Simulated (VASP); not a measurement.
Mg, 4 atoms in the cell. The structure is hexagonal, space group P6_3/mmc (No. 194). The conventional cell has a = 3.177 Å, b = 3.177 Å, c = 10.319 Å, α = 90.00°, β = 90.00°, γ = 120.00°. Mg (site symmetry -6m2) has 12 Mg at 3.17 to 3.18 Å within 4.2 Å. Within 4.2 Å of Mg (site symmetry -3m) lie 12 Mg at 3.17 to 3.18 Å. 

```yaml
Program: VASP 6.6.1
Task: single point
Functional: PBE
Potentials_or_basis: VASP PAW PBE potentials, release 64 (Mg)
Cutoff: 520 eV
k_mesh: 10 × 10 × 3
Occupations: gaussian, width 0.013 eV
Spin: no spin polarisation
Dipole_correction: no
Further_INCAR_settings: ALGO = Normal; EDIFF = 1e-06; NBANDS = 12
```

Potentials or basis: VASP PAW PBE potentials, release 64 (Mg).

The run is started by

```bash
$ cat potpaw_PBE.64/Mg/POTCAR > POTCAR
$ mpirun -np 1 vasp_std > vasp.out
```

Hardware: 1 thread of AMD EPYC 7R43 64-Core Processor (Zen 3), on a shared host.

Estimate the wall time of this run.

Run time: 22 s on 1 thread of AMD EPYC 7R43 64-Core Processor (Zen 3), on a shared host, peak memory 0.16 GiB. Counts: scf iterations 10, k points 28.
